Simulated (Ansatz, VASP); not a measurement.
# GaSb in VASP and in Ansatz

INCAR

```
SYSTEM = GaSb
ALGO = Normal
EDIFF = 1E-6
EDIFFG = -0.005
ENCUT = 600
GGA = RE
IBRION = 2
ISIF = 3
ISMEAR = -1
LASPH = .TRUE.
LCHARG = .FALSE.
LREAL = .FALSE.
LWAVE = .FALSE.
NELM = 80
NSW = 80
PREC = Accurate
SIGMA = 0.05
```

KPOINTS

```
k-points
0
G
  10 10 10
  0 0 0
```

Contents of POSCAR:

```
GaSb
1.0
   -2.7534340000      2.7534340000      1.5907070000
    2.7534340000     -2.7534340000      1.5907070000
    2.7534340000      2.7534340000     -1.5907070000
Sb Ga
1 1
Direct
    0.0000000000      0.0000000000      0.0000000000
    0.7500000000      0.2500000000      0.5000000000
```

input.yaml

```yaml
crystal:
  lattice:
    - [-2.753434, 2.753434, 1.590707]
    - [2.753434, -2.753434, 1.590707]
    - [2.753434, 2.753434, -1.590707]
  atoms:
    - { symbol: Sb, position: [0.0, 0.0, 0.0] }
    - { symbol: Ga, position: [0.75, 0.25, 0.5] }
kpoints:
  mp_grid: { grid: [10, 10, 10] }
scf:
  occupations: { method: fermi_dirac, width: 0.05 }
hamiltonian:
  xc: revpbe
  pseudopotentials: { kind: all_electron, lapw: { basis_error: 0.001 } }
output:
  forces: true
  stress: true
relax:
  f_tol: 0.005
  max_steps: 60
  cell: {}
```

Alike in both runs: task relaxation of cell and atoms; functional revPBE; k mesh 10 × 10 × 10; occupations fermi-dirac, width 0.05 eV; no spin polarisation.

|  | VASP | Ansatz |
| --- | --- | --- |
| version | VASP 6.6.1 | Ansatz 0.2.0 |
| potentials or method | VASP PAW PBE potentials, release 64 (Sb, Ga_d), cutoff 600 eV | all-electron LAPW, scalar-relativistic |

Ansatz gave:

```
relaxed volume (Å³/atom)                                        : 24.69
relaxed length of the cell vector where the two differ most in proportion (Å) : 4.249
```

Problem. What did VASP give for the same quantities?

Solution. Relaxed volume (Å³/atom): 24.69; relaxed length of the cell vector where the two differ most in proportion (Å): 4.250.

VASP's potentials were made for PBE, not for revPBE. Ansatz ran all-electron here, and VASP with PAW potentials.

Spin-orbit coupling is off throughout.
